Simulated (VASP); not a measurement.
Set up this calculation in VASP 6.6.1, as the native input.

```
Task                   : single point
Functional             : PBE
Potentials or basis    : VASP PAW PBE potentials, release 64 (Li_sv)
Cutoff                 : 520 eV
k mesh                 : 15 × 15 × 4
Occupations            : gaussian, width 0.1 eV
Spin                   : no spin polarisation
Dipole correction      : no
Further INCAR settings : ALGO = Fast; EDIFF = 1e-07; NBANDS = 14
```

The structure of Li lies in POSCAR:

```
Li
1.0
    2.8606974401      0.0000000000      0.0000000000
   -1.4303487200      2.4774366557      0.0000000000
    0.0000000000      0.0000000000     10.2444044032
Li
4
Direct
    0.0000000000      0.0000000000      0.0000000000
    0.3333333300      0.6666666700      0.2500000000
    0.0000000000      0.0000000000      0.5000000000
    0.6666666700      0.3333333300      0.7500000000
```

This isn't the form of Li at room conditions, which is bcc.

This cell differs from its parent crystal: strained.

These files were run (other wordings do the same):

INCAR

```
PREC = Accurate
ENCUT = 520
EDIFF = 1E-7
ISMEAR = 0
SIGMA = 0.1
LREAL = False
LASPH = True
NELM = 60
ALGO = Fast
ISIF = 2
LWAVE = False
LCHARG = False
GGA = PE
NBANDS = 14
```

KPOINTS

```
Automatic mesh
0
Gamma
  15 15 4
```

Potentials or basis: VASP PAW PBE potentials, release 64 (Li_sv).

The run is started by

```sh
$ cat potpaw_PBE.64/Li_sv/POTCAR > POTCAR
$ mpirun -np 1 vasp_std > vasp.out
```

It gave:

The band gap on the k mesh is zero (bands 6 and 7 overlap by 4.65 eV).

Caveat: the cell differs from its parent crystal (strained).

It took 3 min on 1 thread of Intel Xeon 8259CL (shared host), peak memory 0.22 GiB.
